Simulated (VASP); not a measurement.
I: relaxation of cell and atoms with PBEsol

Crystal: I.

```
CELL_PARAMETERS angstrom
2.53835 -3.70662 0.00000
2.53835 3.70662 0.00000
-1.62087 0.00000 2.38110
ATOMIC_POSITIONS crystal
I 0.50000 0.50000 0.50000
```

* Program: VASP 6.6.1
* Task: relaxation of cell and atoms
* Functional: PBEsol
* Potentials or basis: VASP PAW PBE potentials, release 64 (I)
* Cutoff: 600 eV
* k mesh: 7 × 7 × 11
* Occupations: fermi-dirac, width 0.05 eV
* Spin: no spin polarisation
* Target pressure: 30 GPa
* Dipole correction: no
* Further INCAR settings: ALGO = Normal; EDIFF = 1e-06; IBRION = 2; EDIFFG = -0.01; NSW = 60; ISIF = 3

```
Relaxed volume                                         : 22.73 Å³/atom
Relaxed cell                                           : a = 3.329 Å, b = 3.329 Å, c = 2.970 Å, α = 116.52°, β = 116.52°, γ = 101.86°
Space group after relaxing (to 0.05 Å)                 : I4/mmm (No. 139)
Energy change on relaxing (the enthalpy is what falls) : +753.5 meV/atom
Ionic steps                                            : 24
Pressure after relaxing                                : 29.9 GPa
```

Stress tensor (GPa, compression positive):
```
29.94  0.00  0.05
 0.00 29.93  0.00
 0.05  0.00 29.96
```

Step by step:
| step | energy change (eV) | largest force (eV/Å) | pressure (GPa) | volume (Å³) |
| --- | --- | --- | --- | --- |
| 1 | 0.0000 | 0.0000 | -0.40 | 44.81 |
| 2 | 35.2723 | 0.0000 | 1327.34 | 9.19 |
| 3 | 0.0424 | 0.0000 | 3.44 | 39.38 |
| 4 | 0.1659 | 0.0000 | 8.15 | 35.83 |
| 5 | 1.2756 | 0.0000 | 39.14 | 27.04 |
| 6 | 0.8700 | 0.0000 | 28.30 | 28.99 |
| 7 | 5.5026 | 0.0000 | 199.12 | 14.65 |
| 8 | 0.8835 | 0.0000 | 36.02 | 22.91 |
| 9 | 0.9686 | 0.0000 | 38.99 | 22.33 |
| 10 | 1.0770 | 0.0000 | 42.74 | 21.74 |
| 11 | 0.2627 | 0.0000 | 10.92 | 26.88 |
| 12 | 0.6537 | 0.0000 | 27.48 | 23.55 |
| 13 | 0.6678 | 0.0000 | 28.00 | 23.47 |
| 14 | 0.7102 | 0.0000 | 28.98 | 23.02 |
| 15 | 0.7415 | 0.0000 | 29.74 | 22.81 |
| 16 | 0.8261 | 0.0000 | 32.07 | 22.36 |
| 17 | 0.7772 | 0.0000 | 30.70 | 22.61 |
| 18 | 0.7836 | 0.0000 | 30.88 | 22.57 |
| 19 | 0.7309 | 0.0000 | 28.93 | 22.85 |
| 20 | 0.7571 | 0.0000 | 29.90 | 22.71 |
| 21 | 0.7589 | 0.0000 | 30.09 | 22.70 |
| 22 | 0.7593 | 0.0000 | 30.13 | 22.70 |
| 23 | 0.7510 | 0.0000 | 29.85 | 22.74 |
| 24 | 0.7535 | 0.0000 | 29.94 | 22.73 |

Final structure:
```
CELL_PARAMETERS angstrom
2.06206 -2.58433 -0.38719
2.06206 2.58433 -0.38719
-1.68076 0.00000 2.44807
ATOMIC_POSITIONS crystal
I 0.50000 0.50000 0.50000
```

Levels at points of the mesh, in eV from the Fermi level:
| k point | band 1 | band 2 | band 3 | band 4 | band 5 | band 6 | band 7 |
| --- | --- | --- | --- | --- | --- | --- | --- |
| (0.00, 0.00, 0.00) | -17.31 | 1.54 | 2.41 | 2.47 | 8.37 | 9.59 | 10.93 |

Wall time 4.2 min on 1 thread of Intel(R) Xeon(R) Platinum 8481C CPU @ 2.70GHz (Sapphire Rapids), on a shared host, peak memory 0.26 GiB.

Caveat: the cell is relaxed towards a set pressure, so the enthalpy falls and the energy may rise; the volume moved by over 15 % at a fixed basis, so the end points are rough; the PAW data sets were made with another functional, which shifts forces and pressure a little; spin-orbit coupling is left out, which moves the levels of the heavy elements; an odd number of electrons without spin polarisation forces a metal; a magnetic or distorted state may lie lower.
